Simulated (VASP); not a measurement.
Wanted: the native input for a VASP 6.6.1 run.

```yaml
Task: single point
Functional: PBE
Potentials_or_basis: VASP PAW PBE potentials, release 64 (Zr_sv, Ag)
Cutoff: 520 eV
k_mesh: 6 × 6 × 6
Occupations: gaussian, width 0.2 eV
Spin: no spin polarisation
Dipole_correction: no
Further_INCAR_settings: ALGO = Fast; EDIFF = 1e-06; NBANDS = 38
```

The structure of Zr4Ag lies in POSCAR:

```
Zr4Ag
1.0
   -2.0264581148      2.0264581148      7.2694459982
    2.0264581148     -2.0264581148      7.2694459982
    2.0264581148      2.0264581148     -7.2694459982
Zr Ag
4 1
Direct
    0.4094148269      0.4094148269      0.0000000000
    0.5905851731      0.5905851731      0.0000000000
    0.7500000000      0.2500000000      0.5000000000
    0.2500000000      0.7500000000      0.5000000000
    0.0000000000      0.0000000000      0.0000000000
```

The cell was built from a structure type or drawn by symmetry, and may not be a known phase.

One way to write it, as run:

INCAR

```
  PREC = Accurate
  ENCUT = 520
  EDIFF = 1E-6
  ISMEAR = 0
  SIGMA = 0.2
  LREAL = F
  LASPH = T
  NELM = 100
  ALGO = Fast
  ISIF = 2
  LWAVE = F
  LCHARG = T
  GGA = PE
  LELF = T
  LVHAR = T
  NBANDS = 38
```

KPOINTS

```
regular mesh
0
Gamma
  6 6 6
```

Potentials or basis: VASP PAW PBE potentials, release 64 (Zr_sv, Ag).

Run with:

```console
$ cat potpaw_PBE.64/Zr_sv/POTCAR potpaw_PBE.64/Ag/POTCAR > POTCAR
$ mpirun -np 1 vasp_std > vasp.out
```

It gave:

```
Pressure               : 0.1 GPa
Largest force          : 0.005 eV/Å
Band gap on the k mesh : zero (an odd number of electrons rules out a gap without spin polarisation)
```

Run time: 22 min on 1 thread of Intel Xeon 8259CL, with other jobs on the host, peak memory 0.54 GiB.
